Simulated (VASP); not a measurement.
Write the native input for VASP 6.6.1 that does the following.

- Task: single point
- Functional: PBEsol
- Potentials or basis: VASP PAW PBE potentials, release 64 (Be)
- Cutoff: 520 eV
- k mesh: 2 × 2 × 2
- Occupations: fermi-dirac, width 0.17 eV
- Spin: no spin polarisation
- Dipole correction: no
- Further INCAR settings: LREAL = Auto; ALGO = Normal; EDIFF = 1e-06; NBANDS = 60

The structure of Be lies in POSCAR:

```
Be
1.0
    7.0225550000      0.0000000000      0.0000000000
   -3.5112770000      6.0817110000      0.0000000000
    0.0000000000      0.0000000000      7.1262560000
Be
36
Direct
    0.0330453272      0.0152259783     -0.0463637568
    0.1815625906      0.2452763704      0.2628027957
    0.0391723861      0.0140092155      0.4680438087
    0.1175002221      0.2227827005      0.7187785564
   -0.0042821929      0.3335903334     -0.0102578409
    0.1681999287      0.5896695848      0.2070792854
    0.0413425889      0.3804685885      0.4801539546
    0.1311885181      0.5662551213      0.7419744674
    0.0120612658      0.6474000491     -0.0198982467
    0.1676302737      0.9196918433      0.2235676069
    0.0371380035      0.7121351212      0.4795084544
    0.1464044482      0.8878915818      0.7379751724
    0.3924099789      0.0168373670     -0.0363444704
    0.4344183160      0.1923307438      0.2474932138
    0.3858457000     -0.0001644274      0.4663318298
    0.4346456913      0.2192146256      0.7202239156
    0.3551126372      0.3605235435      0.0180038438
    0.4751382618      0.5596780248      0.2526572158
    0.3774891008      0.3092715191      0.4473457030
    0.4780007638      0.5708426461      0.7655352264
    0.3782234963      0.7059526505     -0.0083915032
    0.4789530829      0.8814953555      0.2263460645
    0.3539794685      0.6596005631      0.4957301562
    0.5053651569      0.8916569696      0.7498467639
    0.7286755086      0.0660340486     -0.0126574179
    0.7948880569      0.1980034895      0.2362671226
    0.6851961254      0.0313069792      0.4691383526
    0.7471652367      0.1811332370      0.7430409460
    0.6987252516      0.3457250764      0.0282336194
    0.8006335001      0.5539559509      0.2575125003
    0.7070968806      0.3375201485      0.4872825225
    0.7970528831      0.5499274793      0.7412728367
    0.6755508480      0.6547170689     -0.0129942006
    0.7790505007      0.8654472401      0.2631816763
    0.6981070480      0.6718339625      0.4830867709
    0.8284601467      0.9014404006      0.7512359926
```

One way to write it, as run:

INCAR

```
SYSTEM = Be
ALGO = Normal ; EDIFF = 1E-6
ENCUT = 520 ; GGA = PS
ISIF = 2 ; ISMEAR = -1
LASPH = .TRUE. ; LCHARG = .TRUE.
LELF = .TRUE. ; LREAL = Auto
LVHAR = .TRUE. ; LWAVE = .FALSE.
NBANDS = 60 ; NELM = 60
PREC = Accurate ; SIGMA = 0.17
```

KPOINTS

```
k-points
0
G
  2 2 2
  0 0 0
```

Potentials or basis: VASP PAW PBE potentials, release 64 (Be).

Command:

```bash
$ cat potpaw_PBE.64/Be/POTCAR > POTCAR
$ mpirun -np 1 vasp_std > vasp.out
```

Results of the run:

| Quantity | Value |
| --- | --- |
| Pressure | -0.5 GPa |
| Largest force | 5.097 eV/Å |
| Band gap on the k mesh | zero (bands 36 and 37 overlap by 0.94 eV) |

Caveat: the k points lie up to 0.52 Å⁻¹ apart, too coarse for converged energies and pressures of a metal; the atoms stand as in a frame of molecular dynamics; the PAW data sets were made with another functional, which shifts forces and pressure a little.

Wall time 8.3 min on 1 thread of Intel Xeon 8259CL (shared host), peak memory 0.41 GiB.
